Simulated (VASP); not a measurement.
## Pt: single point with BLYP

Crystal: Pt.

```
Pt
1.0
     4.63132    0.00000    0.00000
    -2.31566    4.01084    0.00000
     0.00000    0.00000    2.75424
Pt
3
Direct
  0.00000 0.00000 0.00000
  0.33333 0.66667 0.50000
  0.66667 0.33333 0.50000
```

This isn't the form of Pt at room conditions, which is fcc.

```
Program                : VASP 6.6.1
Task                   : single point
Functional             : BLYP
Potentials or basis    : VASP PAW PBE potentials, release 64 (Pt)
Cutoff                 : 520 eV
k mesh                 : 10 × 10 × 15
Occupations            : fermi-dirac, width 0.1 eV
Spin                   : no spin polarisation
Dipole correction      : no
Further INCAR settings : ALGO = Normal; EDIFF = 1e-06; NBANDS = 22
```

```
Pressure               : 0.9 GPa
Band gap on the k mesh : zero (bands 15 and 16 overlap by 1.15 eV)
```

Stress tensor (GPa, compression positive):
```
0.88 0.00 0.00
0.00 0.88 0.00
0.00 0.00 1.06
```

Levels at points of the mesh, in eV from the Fermi level:
```
           k point  band 13  band 14  band 15  band 16  band 17  band 18
(0.00, 0.00, 0.00)    -1.60    -1.60     0.26     0.26     4.54     5.46
(0.50, 0.00, 0.00)    -0.32    -0.30    -0.24    -0.24     0.30     0.53
```

Wall time 81 s on 1 thread of AMD EPYC 7R13 Processor (Zen 3), with other jobs on the host, peak memory 0.21 GiB.

Caveat: the PAW data sets were made with another functional, which shifts forces and pressure a little; spin-orbit coupling is left out, which moves the levels of the heavy elements.
